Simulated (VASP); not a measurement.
# PbI2 (P-3m1) in VASP: further runs

The runs below take PbI2 through single point, relaxation of cell and atoms, with PBEsol.

Program: VASP 6.6.1. These are calculated values, not measurements. Logs are shortened: lines on timing, memory, paths and dates and some standing lists are left out, and cuts for length are marked.

### 1 The cell of the first run

It takes space group P-3m1 (No. 164, trigonal). The conventional cell has a = 4.227 Å, b = 4.227 Å, c = 6.611 Å, α = 90.00°, β = 90.00°, γ = 120.00°. Pb (site symmetry -3m) has 6 I at 3.12 Å and 6 Pb at 4.23 Å within 4.3 Å. I (site symmetry 3m) has 3 Pb at 3.12 Å and 9 I at 3.65 to 4.23 Å within 4.3 Å.

### 2 Single point, PBEsol

File INCAR:

```
PREC = Accurate ; ENCUT = 500
EDIFF = 1E-6 ; ISMEAR = 0
SIGMA = 0.01 ; LREAL = F
LASPH = T ; NELM = 120
ALGO = Normal ; ISIF = 2
LWAVE = F ; LCHARG = F
GGA = PS ; NBANDS = 21
GGA_COMPAT = F
```

File KPOINTS:

```
regular mesh
0
Gamma
  6 6 4
```

File POSCAR:

```
PbI2
1.0
    4.2268991518      0.0000000000      0.0000000000
   -2.1134495759      3.6606020447      0.0000000000
    0.0000000000      0.0000000000      6.6109507394
Pb I
1 2
Direct
    0.0000000000      0.0000000000      0.0000000000
    0.3333333333      0.6666666667      0.2945771638
    0.6666666667      0.3333333333      0.7054228362
```

Potentials or basis: VASP PAW PBE potentials, release 64 (Pb_d, I).

Command:

```
> cat potpaw_PBE.64/Pb_d/POTCAR potpaw_PBE.64/I/POTCAR > POTCAR
> mpirun -np 1 vasp_std > vasp.out
```

OUTCAR:

```text
PREC = Accurate
   ENCUT = 500
   EDIFF = 1E-6
   ISMEAR = 0
   LREAL = F
   LASPH = T
   NELM = 120
   ISIF = 2
   GGA = PS

 ion  position               nearest neighbor table
   1  0.000  0.000  0.000-   2 3.12   3 3.12   3 3.12   2 3.12   3 3.12   2 3.12
   2  0.333  0.667  0.295-   1 3.12   1 3.12   1 3.12
   3  0.667  0.333  0.705-   1 3.12   1 3.12   1 3.12

  LATTYP: Found a hexagonal cell.
 ALAT       =     4.2268991518
 C/A-ratio  =     1.5640190366

  Lattice vectors:

 A1 = (   4.2268991518,   0.0000000000,   0.0000000000)
 A2 = (  -2.1134495759,   3.6606020447,   0.0000000000)
 A3 = (   0.0000000000,   0.0000000000,   6.6109507394)

Analysis of symmetry for initial positions (statically):
=====================================================================
 Subroutine PRICEL returns:
 Original cell was already a primitive cell.

 Routine SETGRP: Setting up the symmetry group for a
 hexagonal supercell.

 Subroutine GETGRP returns: Found 12 space group operations
 (whereof 12 operations were pure point group operations)
 out of a pool of 24 trial point group operations.

The static configuration has the point symmetry D_3d.

Analysis of symmetry for dynamics (positions and initial velocities):
=====================================================================
 Subroutine PRICEL returns:
 Original cell was already a primitive cell.

 Routine SETGRP: Setting up the symmetry group for a
 hexagonal supercell.

 Subroutine GETGRP returns: Found 12 space group operations
 (whereof 12 operations were pure point group operations)
 out of a pool of 24 trial point group operations.

The dynamic configuration has the point symmetry D_3d.

 Subroutine INISYM returns: Found 12 space group operations
 (whereof 12 operations are pure point group operations),
 and found     1 'primitive' translations

----------------------------------------------------------------------------------------

                                     Primitive cell

  volume of cell :     102.2912

  direct lattice vectors                    reciprocal lattice vectors
     4.226899152  0.000000000  0.000000000     0.236580047  0.136589554  0.000000000
    -2.113449576  3.660602045  0.000000000     0.000000000  0.273179108  0.000000000
     0.000000000  0.000000000  6.610950739     0.000000000  0.000000000  0.151264174

  length of vectors
     4.226899152  4.226899152  6.610950739     0.273179108  0.273179108  0.151264174

  position of ions in fractional coordinates (direct lattice)
     0.000000000  0.000000000  0.000000000
     0.333333333  0.666666667  0.294577164
     0.666666667  0.333333333  0.705422836

  ion indices of the primitive-cell ions
   primitive index   ion index
                 1           1
                 2           2
                 3           3

----------------------------------------------------------------------------------------

 KPOINTS: regular mesh

Automatic generation of k-mesh.
 Grid dimensions read from file:
 generate k-points for:    6    6    4

 Generating k-lattice:

  Cartesian coordinates                     Fractional coordinates (reciprocal lattice)
     0.039430008  0.022764926  0.000000000     0.166666667 -0.000000000  0.000000000
     0.000000000  0.045529851  0.000000000     0.000000000  0.166666667  0.000000000
     0.000000000  0.000000000  0.037816043     0.000000000  0.000000000  0.250000000

  Length of vectors
     0.045529851  0.045529851  0.037816043

  Shift w.r.t. Gamma in fractional coordinates (k-lattice)
     0.000000000  0.000000000  0.000000000

 Subroutine IBZKPT returns following result:
 ===========================================

 Found     24 irreducible k-points:

 Following reciprocal coordinates:
            Coordinates               Weight
  0.000000  0.000000  0.000000      1.000000
  0.166667  0.000000  0.000000      6.000000
  0.333333  0.000000  0.000000      6.000000
  0.500000  0.000000  0.000000      3.000000
  0.166667  0.166667  0.000000      6.000000
  0.333333  0.166667  0.000000     12.000000
[... 16 lines left out ...]
  0.333333  0.166667  0.500000     12.000000
  0.333333  0.333333  0.500000      2.000000
   k-points           NKPTS =     24   k-points in BZ     NKDIM =     24   number of bands    NBANDS=     21
   number of dos      NEDOS =    301   number of ions     NIONS =      3
   total plane-waves  NPLWV =  49152
   dimension x,y,z NGX =    32 NGY =   32 NGZ =   48
   dimension x,y,z NGXF=    64 NGYF=   64 NGZF=   96
   ions per type =               1   2
   NGX,Y,Z   is equivalent  to a cutoff of  12.59, 12.59, 12.07 a.u.
   NGXF,Y,Z  is equivalent  to a cutoff of  25.17, 25.17, 24.14 a.u.
 SYSTEM =  unknown system
   PREC   = accura    normal or accurate (medium, high low for compatibility)
   ISTART =      0    job   : 0-new  1-cont  2-samecut
   ICHARG =      2    charge: 1-file 2-atom 10-const
   ISPIN  =      1    spin polarized calculation?
   LNONCOLLINEAR =      F non collinear calculations
   LSORBIT =      F    spin-orbit coupling
   LASPH  =      T    aspherical Exc in radial PAW
   ENCUT  =  500.0 eV  36.75 Ry    6.06 a.u.   7.71  7.71 12.05*2*pi/ulx,y,z
   NELM   =    120;   NELMIN=  2; NELMDL= -5     # of ELM steps
   EDIFF  = 0.1E-05   stopping-criterion for ELM
   LREAL  =      F    real-space projection
   EDIFFG = 0.1E-04   stopping-criterion for IOM
   NSW    =      0    number of steps for IOM
   IBRION =     -1    ionic relax: 0-MD 1-quasi-New 2-CG
   NFREE  =      0    steps in history (QN), initial steepest desc. (CG)
   ISIF   =      2    stress and relaxation
   ISYM   =      2    0-nonsym 1-usesym 2-fastsym
   POTIM  = 0.5000    time-step for ionic-motion
   TEBEG  =    0.0;   TEEND  =   0.0 temperature during run
   PSTRESS=    0.0 pullay stress
   NELECT =      28.0000    total number of electrons
   NUPDOWN=      -1.0000    fix difference up-down
   EMIN   =  10.00;   EMAX   =-10.00  energy-range for DOS
   EFERMI =   0.00;   METHOD = LEGACY
   ISMEAR =     0;   SIGMA  =   0.01  broadening in eV -4-tet -1-fermi 0-gaus
   EFERMI_NEDOS =   21; number of points for ismear=-14 and -15
   IALGO  =     38    algorithm
   IMIX   =      4    mixing-type and parameters
     AMIX     =   0.40;   BMIX     =  1.00
     AMIX_MAG =   1.60;   BMIX_MAG =  1.00
  volume/ion in A,a.u.               =      34.10       230.10
  Fermi-wavevector in a.u.,A,eV,Ry     =   1.062955  2.008693 15.372850  1.129873
  Thomas-Fermi vector in A             =   2.198423
   LORBIT       =      0    0 simple, 1 ext, 2 COOP (PROOUT), +10 PAW based schemes
   GGA     = PS    functional components
   LHFCALC =     F    Hartree Fock is set to
   AEXX    =    0.0000 exact exchange contribution
   IVDW    =     0    specifies the selected vdW correction
   LEPSILON=     F    determine dielectric tensor
   LRPA    =     F    only Hartree local field effects (RPA)
 non-spin polarized calculation
 Gauss-broadening in eV      SIGMA  =   0.01
  energy-cutoff  :      500.00
  volume of cell :      102.29
 maximum number of plane-waves:      2623
 NGX is ok and might be reduce to    32
   NGX = 15   NGY = 15   NGZ = 25

 number of electron      28.0000002 magnetization

 Free energy of the ion-electron system (eV)
  ---------------------------------------------------
  ext. energy  EPLUGINS =         0.00000000
  ---------------------------------------------------
  free energy    TOTEN  =        -9.05837364 eV

  energy without entropy =       -9.05837364  energy(sigma->0) =       -9.05837364

 E-fermi :   5.5768     XC(G=0):  -9.3151

 val. band max:        5.4812622032   @ k =   0.0000   0.0000   0.5000
 cond. band min:       7.1607336222   @ k =   0.5000   0.0000   0.5000
 fundamental gap:      1.6794714189
 Fermi energy:         5.5768430605

 k-point     1 :       0.0000    0.0000    0.0000
  band No.  band energies     occupation
      1     -11.3691      2.00000
      2     -11.3691      2.00000
      3     -11.3334      2.00000
      4     -11.3221      2.00000
      5     -11.3221      2.00000
      6      -8.4024      2.00000
[... 13 lines left out ...]
     20      12.0520      0.00000
     21      12.9138      0.00000

 k-point     2 :       0.1667    0.0000    0.0000
  band No.  band energies     occupation
      1     -11.3863      2.00000
      2     -11.3597      2.00000
      3     -11.3317      2.00000
      4     -11.3248      2.00000
      5     -11.3210      2.00000
      6      -8.2191      2.00000
[... 13 lines left out ...]
     20      12.7338      0.00000
     21      12.7419      0.00000

 k-point     3 :       0.3333    0.0000    0.0000
  band No.  band energies     occupation
      1     -11.4266      2.00000
      2     -11.3487      2.00000
      3     -11.3432      2.00000
      4     -11.3110      2.00000
      5     -11.3086      2.00000
      6      -7.7491      2.00000
[... 13 lines left out ...]
     20      13.4744      0.00000
     21      13.9406      0.00000

 k-point     4 :       0.5000    0.0000    0.0000
  band No.  band energies     occupation
      1     -11.4474      2.00000
      2     -11.3479      2.00000
      3     -11.3473      2.00000
      4     -11.3018      2.00000
      5     -11.3003      2.00000
      6      -7.3801      2.00000
[... 13 lines left out ...]
     20      14.1870      0.00000
     21      14.3418      0.00000

 k-point     5 :       0.1667    0.1667    0.0000
  band No.  band energies     occupation
      1     -11.4087      2.00000
      2     -11.3583      2.00000
      3     -11.3355      2.00000
      4     -11.3235      2.00000
      5     -11.3089      2.00000
      6      -7.8873      2.00000
[... 13 lines left out ...]
     20      13.2399      0.00000
     21      13.7783      0.00000
[... 382 lines left out ...]
     20      13.6644      0.00000
     21      13.9210      0.00000

 k-point    22 :       0.1667    0.1667    0.5000
  band No.  band energies     occupation
      1     -11.4107      2.00000
      2     -11.3584      2.00000
      3     -11.3358      2.00000
      4     -11.3234      2.00000
      5     -11.3086      2.00000
      6      -7.4634      2.00000
[... 13 lines left out ...]
     20      12.6157      0.00000
     21      12.6422      0.00000

 k-point    23 :       0.3333    0.1667    0.5000
  band No.  band energies     occupation
      1     -11.4318      2.00000
      2     -11.3643      2.00000
      3     -11.3391      2.00000
      4     -11.3126      2.00000
      5     -11.3003      2.00000
      6      -7.1712      2.00000
[... 13 lines left out ...]
     20      13.1858      0.00000
     21      13.5516      0.00000

 k-point    24 :       0.3333    0.3333    0.5000
  band No.  band energies     occupation
      1     -11.4024      2.00000
      2     -11.4024      2.00000
      3     -11.3224      2.00000
      4     -11.3224      2.00000
      5     -11.3026      2.00000
      6      -7.0547      2.00000
[... 13 lines left out ...]
     20      12.7606      0.00000
     21      13.3272      0.00000

------------------------ aborting loop because EDIFF is reached ----------------------------------------

  FORCE on cell =-STRESS in cart. coord.  units (eV):
  Direction    XX          YY          ZZ          XY          YZ          ZX
  --------------------------------------------------------------------------------------
  -------------------------------------------------------------------------------------
  Total        3.1742631      3.1742631      3.2027361      0.0000000      0.0000000      0.0000000
  in kB       49.7181748     49.7181748     50.1641451      0.0000000      0.0000000      0.0000000
  external PRESSURE =      49.8668316 kB  Pullay stress =       0.0000000 kB

 VOLUME and BASIS-vectors are now :
 -----------------------------------------------------------------------------
  energy-cutoff  :      500.00
  volume of cell :      102.29
      direct lattice vectors                 reciprocal lattice vectors
     4.226899152  0.000000000  0.000000000     0.236580047  0.136589554  0.000000000
    -2.113449576  3.660602045  0.000000000     0.000000000  0.273179108  0.000000000
     0.000000000  0.000000000  6.610950739     0.000000000  0.000000000  0.151264174

 POSITION                                       TOTAL-FORCE (eV/Angst)
 -----------------------------------------------------------------------------------
      0.00000      0.00000      0.00000        -0.000000      0.000000      0.000000
     -0.00000      2.44040      1.94744        -0.000000      0.000000      0.001535
      2.11345      1.22020      4.66352         0.000000     -0.000000     -0.001535
 -----------------------------------------------------------------------------------
    total drift:                               -0.000000     -0.000000     -0.000000

  FREE ENERGIE OF THE ION-ELECTRON SYSTEM (eV)
  ---------------------------------------------------
  free  energy   TOTEN  =        -9.0583736431 eV

  energy  without entropy=       -9.0583736431  energy(sigma->0) =       -9.05837364
```

It took 17 s on 1 thread of Intel Xeon 6975P-C (Granite Rapids), shared host; peak memory 0.23 GiB.

Results:

```yaml
Free_energy: -9.0584 eV
Pressure: 5.0 GPa
Band_gap_on_the_k_mesh: 1.68 eV (least direct gap 1.70 eV)
```

Caveat: the cell stands under pressure; the PAW data sets were made with another functional, which shifts forces and pressure a little; spin-orbit coupling is left out, which moves the levels of the heavy elements. A k mesh can miss the band edges.

(Part 1 of 2 ends here.)
